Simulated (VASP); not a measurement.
Runs of VASP 6.6.1 on GaSe3. The structure is that of space group Im-3m (No. 229), or close to it. The cells are those of the table. 

| task | cell | k mesh | cutoff (eV) | gap on the mesh (eV) | pressure (GPa) | relaxed volume (Å³/atom) |
| --- | --- | --- | --- | --- | --- | --- |
| relaxation of cell and atoms | relaxed from a = 5.303 Å, angles 109.5°, 4 atoms | 4 × 4 × 4 | 600 | none | -0.2 | 22.51 |
| single point | a = 4.888 Å, angles 109.5°, 4 atoms | 4 × 4 × 4 | 520 | none | -0.1 | - |
| relaxation of cell and atoms | relaxed from a = 4.888 Å, angles 109.5°, 4 atoms | 12 × 12 × 12 | 600 | none | 0.0 | (a) |
| single point | a = 5.303 Å, angles 109.5°, 4 atoms | 4 × 4 × 4 | 520 | none | -7.7 | - |
| single point | a = 4.858 Å, angles 109.5°, 4 atoms | 12 × 12 × 12 | 520 | none | 0.0 | - |

Alike in all rows: level PBE; potentials or basis VASP PAW PBE potentials, release 64 (Ga_d, Se); no spin polarisation; smearing gaussian 0.1 eV.

Fill in the values left out.

(a) 22.08.

Caveats: some runs use coarse meshes; the volume moved by over 15 % at a fixed basis, so the end points are rough (some runs).

A k mesh can miss the band edges, and the runs leave out spin-orbit coupling on Ga, Se.

A gap of «none» marks levels without a gap at the run's occupations.
